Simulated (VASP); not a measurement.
# TaN (I4mm) in VASP: further runs, part 2 of 3

VASP 6.6.1. The steps go on from the part before.

## 3. Single point, LDA

This run uses another cell than the first one, of 10.80 Å³/atom, 1.025 times its volume.

INCAR

```
SYSTEM = TaN
  ALGO = Normal
  EDIFF = 1E-6
  ENCUT = 600
  GGA = CA
  GGA_COMPAT = .False.
  ISIF = 2
  ISMEAR = 0
  LASPH = .True.
  LCHARG = .True.
  LELF = .True.
  LREAL = .False.
  LVHAR = .True.
  LWAVE = .False.
  NBANDS = 16
  NELM = 120
  PREC = Accurate
  SIGMA = 0.15
```

KPOINTS

```
k-points
0
Gamma
  18 18 18
  0 0 0
```

POSCAR

```
TaN
1.0
    0.0000000000      2.2101387059      2.2101387059
    2.2101387059      0.0000000000      2.2101387059
    2.2101387059      2.2101387059      0.0000000000
Ta N
1 1
Direct
    0.4967417379      0.5032582621      0.5032582621
    0.0420914985     -0.0420914985     -0.0420914985
```

Potentials or basis: VASP PAW LDA potentials, release 64 (Ta_sv_GW, N).

On the command line:

```sh
> cat potpaw_LDA.64/Ta_sv_GW/POTCAR potpaw_LDA.64/N/POTCAR > POTCAR
> mpirun -np 1 vasp_std > vasp.out
```

OUTCAR:

```text
SYSTEM = TaN
   EDIFF = 1E-6
   ENCUT = 600
   GGA = CA
   ISIF = 2
   ISMEAR = 0
   LASPH = .True.
   LREAL = .False.
   NELM = 120
   PREC = Accurate

 ion  position               nearest neighbor table
   1  0.497  0.503  0.503-   2 2.01   2 2.22   2 2.22   2 2.22   2 2.22   2 2.41
   2  0.042  0.958  0.958-   1 2.01   1 2.22   1 2.22   1 2.22   1 2.22   1 2.41

  LATTYP: Found a face centered cubic cell.
 ALAT       =     4.4202774118

  Lattice vectors:

 A1 = (   0.0000000000,   2.2101387059,   2.2101387059)
 A2 = (   2.2101387059,   0.0000000000,   2.2101387059)
 A3 = (   2.2101387059,   2.2101387059,   0.0000000000)

Analysis of symmetry for initial positions (statically):
=====================================================================
 Subroutine PRICEL returns:
 Original cell was already a primitive cell.

 Routine SETGRP: Setting up the symmetry group for a
 face centered cubic supercell.

 Subroutine GETGRP returns: Found  8 space group operations
 (whereof  8 operations were pure point group operations)
 out of a pool of 48 trial point group operations.

The static configuration has the point symmetry C_4v.

Analysis of symmetry for dynamics (positions and initial velocities):
=====================================================================
 Subroutine PRICEL returns:
 Original cell was already a primitive cell.

 Routine SETGRP: Setting up the symmetry group for a
 face centered cubic supercell.

 Subroutine GETGRP returns: Found  8 space group operations
 (whereof  8 operations were pure point group operations)
 out of a pool of 48 trial point group operations.

The dynamic configuration has the point symmetry C_4v.

 Subroutine INISYM returns: Found  8 space group operations
 (whereof  8 operations are pure point group operations),
 and found     1 'primitive' translations

----------------------------------------------------------------------------------------

                                     Primitive cell
[... 106 lines left out ...]
   ISMEAR =     0;   SIGMA  =   0.15  broadening in eV -4-tet -1-fermi 0-gaus
   EFERMI_NEDOS =   21; number of points for ismear=-14 and -15
   IALGO  =     38    algorithm
   IMIX   =      4    mixing-type and parameters
     AMIX     =   0.40;   BMIX     =  1.00
     AMIX_MAG =   1.60;   BMIX_MAG =  1.00
  volume/ion in A,a.u.               =      10.80        72.85
  Fermi-wavevector in a.u.,A,eV,Ry     =   1.540764  2.911622 32.299603  2.373954
  Thomas-Fermi vector in A             =   2.646805
   LORBIT       =      0    0 simple, 1 ext, 2 COOP (PROOUT), +10 PAW based schemes
   GGA     = CA    functional components
   LHFCALC =     F    Hartree Fock is set to
   AEXX    =    0.0000 exact exchange contribution
   IVDW    =     0    specifies the selected vdW correction
   LEPSILON=     F    determine dielectric tensor
   LRPA    =     F    only Hartree local field effects (RPA)
 non-spin polarized calculation
 Gauss-broadening in eV      SIGMA  =   0.15
  energy-cutoff  :      600.00
  volume of cell :       21.59
 maximum number of plane-waves:       745
 NGX is ok and might be reduce to    28
   NGX = 13   NGY = 13   NGZ = 13

 number of electron      18.0000000 magnetization

 Free energy of the ion-electron system (eV)
  ---------------------------------------------------
  ext. energy  EPLUGINS =         0.00000000
  ---------------------------------------------------
  free energy    TOTEN  =       -26.47323813 eV

  energy without entropy =      -26.46417487  energy(sigma->0) =      -26.46870650

 E-fermi :  13.1525     XC(G=0): -13.9559

 val. band max:       13.1334937441   @ k =   0.0556  -0.3333   0.2778
 cond. band min:      13.1527757322   @ k =  -0.2222   0.1111   0.0000
 fundamental gap:      0.0192819880
 Fermi energy:        13.1524752201

 k-point     1 :       0.0000    0.0000    0.0000
  band No.  band energies     occupation
      1     -55.8289      2.00000
      2     -22.3127      2.00000
      3     -22.2619      2.00000
      4     -22.2619      2.00000
      5      -5.2211      2.00000
      6       8.7184      2.00000
[... 433 lines left out ...]
      3     -22.3656      2.00000
      4     -22.3484      2.00000
      5      -2.8892      2.00000
      6       3.9061      2.00000
[... 8 lines left out ...]
     15      24.6597      0.00000
     16      26.9455      0.00000

 [... further k-points ...]
[... 5 lines left out ...]
  --------------------------------------------------------------------------------------
  -------------------------------------------------------------------------------------
  Total        0.4315780     -2.0528205     -2.0528205     -0.0000000      0.0000000      0.0000000
  in kB       32.0244236   -152.3256297   -152.3256297     -0.0000000      0.0000000      0.0000000
  external PRESSURE =     -90.8756119 kB  Pullay stress =       0.0000000 kB

 VOLUME and BASIS-vectors are now :
 -----------------------------------------------------------------------------
  energy-cutoff  :      600.00
  volume of cell :       21.59
      direct lattice vectors                 reciprocal lattice vectors
     0.000000000  2.210138706  2.210138706    -0.226230145  0.226230145  0.226230145
     2.210138706  0.000000000  2.210138706     0.226230145 -0.226230145  0.226230145
     2.210138706  2.210138706  0.000000000     0.226230145  0.226230145 -0.226230145

 POSITION                                       TOTAL-FORCE (eV/Angst)
 -----------------------------------------------------------------------------------
      2.22454      2.21014      2.21014        -1.782704      0.000000      0.000000
      4.23422      2.21014      2.21014         1.782704      0.000000      0.000000
 -----------------------------------------------------------------------------------
    total drift:                               -0.000078     -0.000000     -0.000000

  FREE ENERGIE OF THE ION-ELECTRON SYSTEM (eV)
  ---------------------------------------------------
  free  energy   TOTEN  =       -26.4732381289 eV

  energy  without entropy=      -26.4641748718  energy(sigma->0) =      -26.46870650
```

stdout:

```text
POSCAR found type information on POSCAR TaN
 POSCAR found :  2 types and       2 ions
 scaLAPACK will be used
 LDA part: xc-table for (Slater(with rela. corr.)+CA(PZ))
 , standard interpolation
 POSCAR, INCAR and KPOINTS ok, starting setup
 FFT: planning ... GRIDC
 FFT: planning ... GRID_SOFT
 FFT: planning ... GRID
 WAVECAR not read
 entering main loop
```

Run time: 91 s. Hardware: 1 thread of Intel Xeon 6975P-C (Granite Rapids), shared host; peak memory 0.34 GiB.

Results:

* Free energy: -26.4732 eV
* Pressure: -9.1 GPa
* Largest force: 1.783 eV/Å
* Band gap on the k mesh: zero (band 9 reaches 14.86 eV, above the bottom of band 10 at 11.70 eV)

Forces in eV/Å, atoms in the order of the input:
```
Ta  -1.783  0.000  0.000
N    1.783  0.000  0.000
```

Caveat: spin-orbit coupling is left out, which moves the levels of the heavy elements; forces of over 1 eV/Å act on the atoms, so gaps and moduli don't describe the material at rest.

## 4. Single point, LDA

This run uses another cell than the first one, of 10.02 Å³/atom, 0.951 times its volume.

INCAR

```
  PREC = Accurate
  ENCUT = 600
  EDIFF = 1E-6
  ISMEAR = 0
  SIGMA = 0.15
  LREAL = False
  LASPH = True
  NELM = 120
  ALGO = Normal
  ISIF = 2
  LWAVE = False
  LCHARG = False
  GGA = CA
  NBANDS = 16
  GGA_COMPAT = False
```

KPOINTS

```
regular mesh
0
Gamma
  18 18 18
```

POSCAR

```
TaN
1.0
    0.0000000000      2.1557928146      2.1557928146
    2.1557928146      0.0000000000      2.1557928146
    2.1557928146      2.1557928146      0.0000000000
Ta N
1 1
Direct
    0.4978278253      0.5021721747      0.5021721747
    0.0280609990     -0.0280609990     -0.0280609990
```

On the command line:

```sh
> cat potpaw_LDA.64/Ta_sv_GW/POTCAR potpaw_LDA.64/N/POTCAR > POTCAR
> mpirun -np 1 vasp_std > vasp.out
```

Run time: 2.4 min. Hardware: 1 thread of AMD EPYC 7R43 (Zen 3), shared host; peak memory 0.28 GiB.

Results (log left out):

- Free energy: -26.5605 eV
- Pressure: 14.9 GPa
- Largest force: 1.503 eV/Å
- Band gap on the k mesh: zero (band 9 reaches 16.39 eV, above the bottom of band 10 at 12.50 eV)

Forces in eV/Å, atoms in the order of the input:
```
Ta  -1.503  0.000  0.000
N    1.503  0.000  0.000
```

Stress tensor (GPa, compression positive):
```
21.91  0.00  0.00
 0.00 11.47  0.00
 0.00  0.00 11.47
```

Levels at points of the mesh, in eV from the Fermi level:
```csv
k point,band 6,band 7,band 8,band 9,band 10,band 11,band 12,band 13
"(0.00, 0.00, 0.00)",-4.38,-4.38,-4.30,-2.24,-1.72,-1.72,0.08,0.63
"(0.50, 0.00, 0.00)",-10.75,-7.96,-7.92,2.00,2.15,2.18,4.07,7.82
"(0.50, 0.50, 0.00)",-6.61,-6.49,-4.73,-3.95,2.46,3.93,3.94,5.18
"(0.00, 0.50, 0.50)",-6.54,-5.84,-4.67,-4.67,2.34,3.92,3.92,4.95
```

Caveat: spin-orbit coupling is left out, which moves the levels of the heavy elements; forces of over 1 eV/Å act on the atoms, so gaps and moduli don't describe the material at rest.

## 5. Single point, LDA

This run uses another cell than the first one, of 10.80 Å³/atom, 1.025 times its volume.

INCAR

```
SYSTEM = TaN
PREC     = Accurate       ! precision mode
ENCUT    = 600            ! plane-wave cutoff, eV
EDIFF    = 1E-6           ! SCF threshold, eV
ISMEAR   = 0              ! smearing method
SIGMA    = 0.15           ! smearing width, eV
LREAL    = .False.        ! projectors in reciprocal space
LASPH    = .True.         ! aspherical terms in the spheres
NELM     = 120            ! most SCF steps
ALGO     = Normal         ! electronic algorithm
ISIF     = 2              ! what is computed and relaxed
LWAVE    = .False.        ! write WAVECAR
LCHARG   = .False.        ! write CHGCAR
GGA      = CA             ! functional
NBANDS   = 16             ! bands
GGA_COMPAT= .False.
```

KPOINTS

```
Automatic mesh
0
Gamma
  18 18 18
  0 0 0
```

POSCAR

```
TaN
1.0
    0.0000000000      2.2101387059      2.2101387059
    2.2101387059      0.0000000000      2.2101387059
    2.2101387059      2.2101387059      0.0000000000
Ta N
1 1
Direct
    0.4956556505      0.5043443495      0.5043443495
    0.0561219980     -0.0561219980     -0.0561219980
```

On the command line:

```sh
> cat potpaw_LDA.64/Ta_sv_GW/POTCAR potpaw_LDA.64/N/POTCAR > POTCAR
> mpirun -np 1 vasp_std > vasp.out
```

It took 3.6 min on 1 thread of Intel Xeon Platinum 8375C at 2.90GHz (Ice Lake), shared host; peak memory 0.34 GiB.

Results (log left out):

```
Free energy            : -26.3230 eV
Pressure               : -3.6 GPa
Largest force          : 2.760 eV/Å
Band gap on the k mesh : zero (band 9 reaches 14.68 eV, above the bottom of band 10 at 11.79 eV)
```

Forces in eV/Å, atoms in the order of the input:
```
Ta  -2.760  0.000  0.000
N    2.760  0.000  0.000
```

Stress tensor (GPa, compression positive):
```
 18.08   0.00   0.00
  0.00 -14.47   0.00
  0.00   0.00 -14.47
```

Levels at points of the mesh, in eV from the Fermi level:
| k point | band 5 | band 6 | band 7 | band 8 | band 9 | band 10 | band 11 | band 12 | band 13 | band 14 |
| --- | --- | --- | --- | --- | --- | --- | --- | --- | --- | --- |
| (0.00, 0.00, 0.00) | -18.35 | -4.81 | -4.81 | -4.77 | -1.87 | -0.56 | -0.56 | 0.21 | 1.44 | 1.97 |
| (0.50, 0.00, 0.00) | -15.49 | -10.00 | -7.31 | -7.20 | 1.56 | 1.94 | 2.12 | 3.76 | 6.41 | 8.18 |
| (0.50, 0.50, 0.00) | -17.06 | -6.84 | -6.45 | -4.71 | -2.56 | 2.69 | 3.57 | 3.64 | 4.12 | 6.77 |
| (0.00, 0.50, 0.50) | -17.02 | -6.20 | -5.21 | -4.47 | -4.47 | 2.28 | 3.29 | 3.56 | 3.56 | 5.84 |

Caveat: spin-orbit coupling is left out, which moves the levels of the heavy elements; forces of over 1 eV/Å act on the atoms, so gaps and moduli don't describe the material at rest.

(Part 2 of 3 ends here.)
